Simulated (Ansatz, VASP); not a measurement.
**Two plane-wave programs on C**

INCAR

```
SYSTEM = C
PREC     = Accurate       ! precision mode
ENCUT    = 520            ! plane-wave cutoff, eV
EDIFF    = 1E-6           ! SCF threshold, eV
ISMEAR   = 0              ! smearing method
SIGMA    = 0.03           ! smearing width, eV
LREAL    = .FALSE.        ! projectors in reciprocal space
LASPH    = .TRUE.         ! aspherical terms in the spheres
NELM     = 80             ! most SCF steps
ALGO     = Normal         ! electronic algorithm
ISIF     = 2              ! what is computed and relaxed
LWAVE    = .FALSE.        ! write WAVECAR
LCHARG   = .TRUE.         ! write CHGCAR
GGA      = PS             ! functional
IVDW     = 12             ! dispersion correction
LELF     = .TRUE.         ! ELF
LVHAR    = .TRUE.       
NBANDS   = 11             ! bands
```

The input KPOINTS:

```
Automatic mesh
0
G
  16 16 16
  0 0 0
```

POSCAR

```
C
1.0
    0.0000000000      2.1088861730      3.2945337322
    1.2183718732      0.0000000000      3.2945337322
    1.2183718732      2.1088861730      0.0000000000
C
2
Direct
    0.1902029221      0.8097970779      0.1902029221
    0.8097970779      0.1902029221      0.8097970779
```

Input for Ansatz:

```yaml
crystal:
  lattice:
    - [0.0, 2.108886173, 3.2945337322]
    - [1.2183718732, 0.0, 3.2945337322]
    - [1.2183718732, 2.108886173, 0.0]
  atoms:
    - { symbol: C, position: [0.1902029221, 0.8097970779, 0.1902029221] }
    - { symbol: C, position: [0.8097970779, 0.1902029221, 0.8097970779] }
basis:
  ecutwfc: 520.0
kpoints:
  mp_grid: { grid: [16, 16, 16] }
hamiltonian:
  xc: pbesol
  pseudopotentials: { kind: paw, azcp: { folder: soft_1 } }
  dispersion: d3bj
scf:
  occupations: { method: gaussian, width: 0.03 }
output:
  forces: true
  stress: true
  eigenvalues: true
```

Alike in both runs: task single point; functional PBEsol; dispersion D3(BJ); k mesh 16 × 16 × 16; occupations gaussian, width 0.03 eV; no spin polarisation.

|  | VASP | Ansatz |
| --- | --- | --- |
| version | VASP 6.6.1 | Ansatz 0.2.0 |
| potentials or method | VASP PAW PBE potentials, release 64 (C), cutoff 520 eV | scalar-relativistic, plane waves, PAW |
| valence electrons in the cell | 8 | 8 |

Ansatz gave:

```
gap on the k mesh at the Fermi level (eV)                     : none
pressure (GPa)                                                : 23.9
traceless stress, the component that is largest in VASP (GPa) : 37.59
rms of the force components (eV/Å)                            : 4.855
```

Problem. What did VASP give for the same quantities?

Solution. gap on the k mesh at the Fermi level (eV): none; pressure (GPa): 24.4; traceless stress, the component that is largest in VASP (GPa): 38.34; rms of the force components (eV/Å): 4.861.

VASP's potentials were made for PBE, not for PBEsol, and Ansatz warns of the same on its side. Atom by atom the forces differ by 0.005 eV/Å (rms over components). A gap of «none» marks a metal or a gap that the smearing closes.
